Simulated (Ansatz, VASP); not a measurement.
**Al: VASP beside Ansatz**

Contents of INCAR:

```
SYSTEM = Al
  PREC = Accurate
  ENCUT = 520
  EDIFF = 1E-7
  ISMEAR = -1
  SIGMA = 0.1
  LREAL = .FALSE.
  LASPH = .TRUE.
  NELM = 80
  ALGO = Normal
  ISIF = 2
  LWAVE = .FALSE.
  LCHARG = .FALSE.
  GGA = PS
  NBANDS = 8
```

KPOINTS

```
regular mesh
0
G
  13 13 13
  0 0 0
```

The input POSCAR:

```
Al
1.0
    2.5882847363      0.0000000000      0.0000000000
    0.0000000000      2.5882847363      0.0000000000
    0.0000000000      0.0000000000      2.5882847363
Al
1
Direct
    0.0000000000      0.0000000000      0.0000000000
```

Input for Ansatz:

```yaml
crystal:
  lattice:
    - [2.5882847363, 0.0, 0.0]
    - [0.0, 2.5882847363, 0.0]
    - [0.0, 0.0, 2.5882847363]
  atoms:
    - { symbol: Al, position: [0.0, 0.0, 0.0] }
hamiltonian:
  xc: pbesol
  pseudopotentials:
    kind: paw
    azcp:
      Al: "pseudopotentials/Al.paw.azcp"
basis:
  ecutwfc: 420
  fft_grid_basis: typed
kpoints:
  mp_grid: { grid: [13, 13, 13], shift: [0, 0, 0] }
magnetization:
  spin_polarized: false
scf:
  occupations: { method: fermi_dirac, width: 0.1 }
  lower_state_search: "off"
output:
  stress: true
```

Alike in both runs: task single point; functional PBEsol; k mesh 13 × 13 × 13; occupations fermi-dirac, width 0.1 eV; no spin polarisation.

|  | VASP | Ansatz |
| --- | --- | --- |
| version | VASP 6.6.1 | Ansatz 0.2.0 |
| potentials or method | VASP PAW PBE potentials, release 64 (Al), cutoff 520 eV | plane waves (420 eV) with PAW, scalar-relativistic |
| valence electrons in the cell | 3 | 3 |

|  | VASP | Ansatz | Ansatz less VASP |
| --- | --- | --- | --- |
| pressure (GPa) | 10.4 | 10.3 | -0.12 |

VASP's potentials were made for PBE, not for PBEsol, and Ansatz warns of the same on its side. The functional is the same, so the differences come from potentials, cutoffs and numerics.
